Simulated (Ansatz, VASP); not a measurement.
# Two plane-wave programs on WC

File INCAR:

```
PREC = Accurate
ENCUT = 520
EDIFF = 1E-6
ISMEAR = 0
SIGMA = 0.15
LREAL = F
LASPH = T
NELM = 100
ALGO = Normal
ISIF = 2
LWAVE = F
LCHARG = F
GGA = PS
NBANDS = 16
```

File KPOINTS:

```
Automatic mesh
0
Gamma
  6 6 6
```

Contents of POSCAR:

```
WC
1.0
    2.9005014360      0.0000000000      0.0000000000
   -1.4502507180      2.5119079273      0.0000000000
    0.0000000000      0.0000000000      2.8290000000
W C
1 1
Direct
   -0.1730424181     -0.1266758419     -0.1590668081
    0.6666666667      0.3333333333      0.5000000000
```

Input for Ansatz:

```yaml
crystal:
  lattice:
    - [2.900501436, 0.0, 0.0]
    - [-1.450250718, 2.5119079273, 0.0]
    - [0.0, 0.0, 2.829]
  atoms:
    - { symbol: W, position: [-0.1730424181, -0.1266758419, -0.1590668081] }
    - { symbol: C, position: [0.6666666667, 0.3333333333, 0.5] }
basis:
  ecutwfc: 420
kpoints:
  mp_grid: { grid: [6, 6, 6] }
hamiltonian:
  xc: pbesol
scf:
  occupations: { method: gaussian, width: 0.15 }
output:
  forces: true
  stress: true
  eigenvalues: true
```

Alike in both runs: task single point; functional PBEsol; k mesh 6 × 6 × 6; occupations gaussian, width 0.15 eV; no spin polarisation.

|  | VASP | Ansatz |
| --- | --- | --- |
| version | VASP 6.6.1 | Ansatz 0.2.0 |
| potentials or method | VASP PAW PBE potentials, release 64 (W_sv, C), cutoff 520 eV | scalar-relativistic, plane waves, PAW |
| valence electrons in the cell | 18 | 18 |

|  | VASP | Ansatz | Ansatz less VASP |
| --- | --- | --- | --- |
| gap on the k mesh at the Fermi level (eV) | none | none | - |
| rms of the force components (eV/Å) | 7.278 | 7.178 | -0.1007 |

VASP's potentials were made for PBE, not for PBEsol. Atom by atom the forces differ by 0.102 eV/Å (rms over components). A gap of «none» marks a metal or a gap that the smearing closes. With one functional, cell and mesh, what is left measures potentials, basis and numerics.

The k mesh is coarse, so the values compare programs but aren't converged. Spin-orbit coupling is off throughout.
